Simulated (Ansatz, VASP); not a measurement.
# One calculation of Bi, two programs

```
Bi
1.0
    -1.99075    1.99075    1.99075
     1.99075   -1.99075    1.99075
     1.99075    1.99075   -1.99075
Bi
1
Direct
  0.00000 0.00000 0.00000
```

Alike in both runs: functional PBE; k mesh 15 × 15 × 15; occupations fermi-dirac, width 0.05 eV; no spin polarisation.

Ansatz relaxed the structure, and its values are those at the end. VASP's run is a single point on that final structure, the one shown.

|  | VASP | Ansatz |
| --- | --- | --- |
| version | VASP 6.6.1 | Ansatz 0.2.0 |
| potentials or method | VASP PAW PBE potentials, release 64 (Bi_d), cutoff 520 eV | all-electron LAPW, scalar-relativistic |

|  | VASP | Ansatz | Ansatz less VASP |
| --- | --- | --- | --- |
| pressure (GPa) | 0.0 | 0.0 | +0.06 |

Ansatz ran all-electron here, and VASP with PAW potentials.

Spin-orbit coupling is off throughout.
